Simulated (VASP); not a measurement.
# HfC (P6_3/mmc) in VASP: notebook

The runs below take HfC through single point, with r2SCAN.

Everything below comes from runs of VASP 6.6.1. Logs are shortened: lines on timing, memory, paths and dates and some standing lists are left out, and cuts for length are marked.

## (1) The cell of the first run

It takes space group P6_3/mmc (No. 194, hexagonal). The conventional cell has a = 3.424 Å, b = 3.424 Å, c = 5.330 Å, α = 90.00°, β = 90.00°, γ = 120.00°. Hf (site symmetry -6m2) has 6 C at 2.38 Å within 3.1 Å. C (site symmetry -3m) has 6 Hf at 2.38 Å and 2 C at 2.66 Å within 3.1 Å.

## (2) Single point, r2SCAN

File POSCAR:

```
HfC
1.0
    3.4244312861      0.0000000000      0.0000000000
   -1.7122156430      2.9656446128      0.0000000000
    0.0000000000      0.0000000000      5.3296592188
Hf C
2 2
Direct
    0.6666666667      0.3333333333      0.7500000000
    0.3333333333      0.6666666667      0.2500000000
    0.0000000000      0.0000000000      0.0000000000
    0.0000000000      0.0000000000      0.5000000000
```

File INCAR.step1:

```
  ALGO = Normal
  EDIFF = 1E-4
  ENCUT = 520
  GGA = PE
  ISMEAR = -1
  LASPH = T
  LCHARG = F
  LREAL = F
  LWAVE = T
  NBANDS = 22
  NELM = 60
  PREC = Accurate
  SIGMA = 0.1
```

File INCAR.step2:

```
  ALGO = Normal
  EDIFF = 1E-6
  ENCUT = 520
  ISIF = 2
  ISMEAR = -1
  ISTART = 1
  LASPH = T
  LCHARG = F
  LMIXTAU = T
  LREAL = F
  LWAVE = F
  METAGGA = R2SCAN
  NBANDS = 22
  NELM = 60
  PREC = Accurate
  SIGMA = 0.1
```

File KPOINTS:

```
k-points
0
Gamma
  8 8 5
```

Potentials or basis: VASP PAW PBE potentials, release 64 (Hf_pv, C).

The run is started by

```sh
cat potpaw_PBE.64/Hf_pv/POTCAR potpaw_PBE.64/C/POTCAR > POTCAR
cp INCAR.step1 INCAR
mpirun -np 1 vasp_std > vasp.out
cp INCAR.step2 INCAR
mpirun -np 1 vasp_std > vasp.out
```

OUTCAR:

```text
EDIFF = 1E-6
   ENCUT = 520
   ISIF = 2
   ISMEAR = -1
   ISTART = 1
   LASPH = T
   LREAL = F
   METAGGA = R2SCAN
   NELM = 60
   PREC = Accurate

 ion  position               nearest neighbor table
   1  0.667  0.333  0.750-   3 2.38   4 2.38   3 2.38   4 2.38   3 2.38   4 2.38   2 3.32   2 3.32
                             2 3.32   2 3.32   2 3.32   2 3.32
   2  0.333  0.667  0.250-   3 2.38   4 2.38   3 2.38   4 2.38   3 2.38   4 2.38   1 3.32   1 3.32
                             1 3.32   1 3.32   1 3.32   1 3.32
   3  0.000  0.000  0.000-   1 2.38   2 2.38   1 2.38   2 2.38   1 2.38   2 2.38
   4  0.000  0.000  0.500-   1 2.38   2 2.38   1 2.38   2 2.38   1 2.38   2 2.38

  LATTYP: Found a hexagonal cell.
 ALAT       =     3.4244312861
 C/A-ratio  =     1.5563633122

  Lattice vectors:

 A1 = (   3.4244312861,   0.0000000000,   0.0000000000)
 A2 = (  -1.7122156430,   2.9656446128,   0.0000000000)
 A3 = (   0.0000000000,   0.0000000000,   5.3296592188)

Analysis of symmetry for initial positions (statically):
=====================================================================
 Subroutine PRICEL returns:
 Original cell was already a primitive cell.

 Routine SETGRP: Setting up the symmetry group for a
 hexagonal supercell.

 Subroutine GETGRP returns: Found 24 space group operations
 (whereof 12 operations were pure point group operations)
 out of a pool of 24 trial point group operations.

The static configuration has the point symmetry D_3d.
 The point group associated with its full space group is D_6h.

Analysis of symmetry for dynamics (positions and initial velocities):
=====================================================================
 Subroutine PRICEL returns:
 Original cell was already a primitive cell.

 Routine SETGRP: Setting up the symmetry group for a
 hexagonal supercell.

 Subroutine GETGRP returns: Found 24 space group operations
 (whereof 12 operations were pure point group operations)
 out of a pool of 24 trial point group operations.

The dynamic configuration has the point symmetry D_3d.
 The point group associated with its full space group is D_6h.

 Subroutine INISYM returns: Found 24 space group operations
 (whereof 12 operations are pure point group operations),
 and found     1 'primitive' translations
[... 93 lines left out ...]
   ISPIN  =      1    spin polarized calculation?
   LNONCOLLINEAR =      F non collinear calculations
   LSORBIT =      F    spin-orbit coupling
   LASPH  =      T    aspherical Exc in radial PAW
   ENCUT  =  520.0 eV  38.22 Ry    6.18 a.u.   6.37  6.37  9.91*2*pi/ulx,y,z
   NELM   =     60;   NELMIN=  2; NELMDL=  0     # of ELM steps
   EDIFF  = 0.1E-05   stopping-criterion for ELM
   LREAL  =      F    real-space projection
   EDIFFG = 0.1E-04   stopping-criterion for IOM
   NSW    =      0    number of steps for IOM
   IBRION =     -1    ionic relax: 0-MD 1-quasi-New 2-CG
   NFREE  =      0    steps in history (QN), initial steepest desc. (CG)
   ISIF   =      2    stress and relaxation
   ISYM   =      2    0-nonsym 1-usesym 2-fastsym
   POTIM  = 0.5000    time-step for ionic-motion
   TEBEG  =    0.0;   TEEND  =   0.0 temperature during run
   PSTRESS=    0.0 pullay stress
   NELECT =      28.0000    total number of electrons
   NUPDOWN=      -1.0000    fix difference up-down
   EMIN   =  10.00;   EMAX   =-10.00  energy-range for DOS
   EFERMI =   0.00;   METHOD = LEGACY
   ISMEAR =    -1;   SIGMA  =   0.10  broadening in eV -4-tet -1-fermi 0-gaus
   EFERMI_NEDOS =   21; number of points for ismear=-14 and -15
   IALGO  =     38    algorithm
   IMIX   =      4    mixing-type and parameters
     AMIX     =   0.40;   BMIX     =  1.00
     AMIX_MAG =   1.60;   BMIX_MAG =  1.00
  volume/ion in A,a.u.               =      13.53        91.32
  Fermi-wavevector in a.u.,A,eV,Ry     =   1.314191  2.483461 23.498597  1.727098
  Thomas-Fermi vector in A             =   2.444461
   LORBIT       =      0    0 simple, 1 ext, 2 COOP (PROOUT), +10 PAW based schemes
   METAGGA = R2SCAN    functional components
   LHFCALC =     F    Hartree Fock is set to
   AEXX    =    0.0000 exact exchange contribution
   IVDW    =     0    specifies the selected vdW correction
   LEPSILON=     F    determine dielectric tensor
   LRPA    =     F    only Hartree local field effects (RPA)
 non-spin polarized calculation
  energy-cutoff  :      520.00
  volume of cell :       54.13
 maximum number of plane-waves:      1471
 NGX is ok and might be reduce to    28
   NGX = 13   NGY = 13   NGZ = 19

 number of electron      27.9999999 magnetization

 Free energy of the ion-electron system (eV)
  ---------------------------------------------------
  ext. energy  EPLUGINS =         0.00000000
  ---------------------------------------------------
  free energy    TOTEN  =      -113.44508451 eV

  energy without entropy =     -113.41850747  energy(sigma->0) =     -113.43179599

 E-fermi :   5.9107     XC(G=0): -12.7434

 val. band max:        5.8565554875   @ k =   0.0000   0.0000   0.2000
 cond. band min:       6.1096159387   @ k =   0.3750   0.2500   0.0000
 fundamental gap:      0.2530604513
 Fermi energy:         5.9106992430

 k-point     1 :       0.0000    0.0000    0.0000
  band No.  band energies     occupation
      1     -26.1737      2.00000
      2     -25.7332      2.00000
      3     -25.7332      2.00000
      4     -25.6641      2.00000
      5     -25.6641      2.00000
      6     -25.6030      2.00000
[... 589 lines left out ...]
     21      12.5928      0.00000
     22      12.8608      0.00000

 [... further k-points ...]

------------------------ aborting loop because EDIFF is reached ----------------------------------------

  FORCE on cell =-STRESS in cart. coord.  units (eV):
  Direction    XX          YY          ZZ          XY          YZ          ZX
  --------------------------------------------------------------------------------------
  -------------------------------------------------------------------------------------
  Total       -6.9454038     -6.9454044     -4.7014028     -0.0000000      0.0000000     -0.0000000
  in kB     -205.5895706   -205.5895880   -139.1653258     -0.0000000      0.0000000     -0.0000000
  external PRESSURE =    -183.4481614 kB  Pullay stress =       0.0000000 kB

 VOLUME and BASIS-vectors are now :
 -----------------------------------------------------------------------------
  energy-cutoff  :      520.00
  volume of cell :       54.13
      direct lattice vectors                 reciprocal lattice vectors
     3.424431286  0.000000000  0.000000000     0.292019292  0.168597410  0.000000000
    -1.712215643  2.965644613  0.000000000     0.000000000  0.337194820  0.000000000
     0.000000000  0.000000000  5.329659219     0.000000000  0.000000000  0.187629257

 POSITION                                       TOTAL-FORCE (eV/Angst)
 -----------------------------------------------------------------------------------
      1.71222      0.98855      3.99724        -0.000000      0.000000      0.000000
     -0.00000      1.97710      1.33241         0.000000      0.000000     -0.000000
      0.00000      0.00000      0.00000         0.000000      0.000000     -0.000000
      0.00000      0.00000      2.66483         0.000000      0.000000     -0.000000
 -----------------------------------------------------------------------------------
    total drift:                               -0.000000      0.000000     -0.000000

  FREE ENERGIE OF THE ION-ELECTRON SYSTEM (eV)
  ---------------------------------------------------
  free  energy   TOTEN  =      -113.4450845125 eV

  energy  without entropy=     -113.4185074665  energy(sigma->0) =     -113.43179599
```

It took 4.1 min on 1 thread of Intel Xeon 8259CL, shared host; peak memory 0.2 GiB.

What came out:

```yaml
Free_energy: -113.4451 eV
Pressure: -18.3 GPa
Band_gap_on_the_k_mesh: zero (bands 14 and 15 overlap by 1.28 eV)
```

Levels at points of the mesh, in eV from the Fermi level:
| k point | band 11 | band 12 | band 13 | band 14 | band 15 | band 16 | band 17 | band 18 |
| --- | --- | --- | --- | --- | --- | --- | --- | --- |
| (0.00, 0.00, 0.00) | -3.14 | -1.33 | -1.33 | 1.16 | 1.51 | 1.51 | 1.90 | 1.90 |
| (0.50, 0.00, 0.00) | -3.49 | -3.48 | -1.69 | -1.42 | 1.34 | 4.19 | 4.47 | 4.66 |

Caveat: the cell stands under tension; the PAW data sets were made with another functional, which shifts forces and pressure a little; spin-orbit coupling is left out, which moves the levels of the heavy elements.

## (3) Single point, r2SCAN

This run uses another cell than the first one, of 13.85 Å³/atom.

File POSCAR:

```
HfC
1.0
    3.4507741004      0.0000000000      0.0000000000
   -1.7253870502      2.9884581602      0.0000000000
    0.0000000000      0.0000000000      5.3706582086
Hf C
2 2
Direct
    0.6666666667      0.3333333333      0.7500000000
    0.3333333333      0.6666666667      0.2500000000
    0.0000000000      0.0000000000      0.0000000000
    0.0000000000      0.0000000000      0.5000000000
```

INCAR.step1, as its differences from that of step 2:

```diff
@@ -10,3 +10,3 @@
   NBANDS = 22
-  NELM = 60
+  NELM = 100
   PREC = Accurate
```

INCAR.step2, as its differences from that of step 2:

```diff
@@ -13,3 +13,3 @@
   NBANDS = 22
-  NELM = 60
+  NELM = 100
   PREC = Accurate
```

KPOINTS is that of step 2.

Potentials or basis: VASP PAW PBE potentials, release 64 (Hf_pv, C).

The run is started by

```sh
cat potpaw_PBE.64/Hf_pv/POTCAR potpaw_PBE.64/C/POTCAR > POTCAR
cp INCAR.step1 INCAR
mpirun -np 1 vasp_std > vasp.out
cp INCAR.step2 INCAR
mpirun -np 1 vasp_std > vasp.out
```

Wall time 4.6 min (1 thread of Intel Xeon 8259CL, shared host); peak memory 0.2 GiB.

Results (log left out):

```
Free energy            : -113.2866 eV
Pressure               : -22.1 GPa
Band gap on the k mesh : zero (bands 14 and 15 overlap by 1.25 eV)
```

Stress tensor (GPa, compression positive):
```
-24.34   0.00   0.00
  0.00 -24.34   0.00
  0.00   0.00 -17.52
```

Levels at points of the mesh, in eV from the Fermi level:
```
           k point  band 10  band 11  band 12  band 13  band 14  band 15  band 16  band 17  band 18  band 19
(0.00, 0.00, 0.00)    -3.09    -3.09    -1.30    -1.30     1.13     1.48     1.48     1.85     1.85     2.19
(0.50, 0.00, 0.00)    -4.22    -3.46    -3.42    -1.65    -1.43     1.29     4.08     4.32     4.52     5.06
```

Caveat: the cell stands under tension; the PAW data sets were made with another functional, which shifts forces and pressure a little; spin-orbit coupling is left out, which moves the levels of the heavy elements.
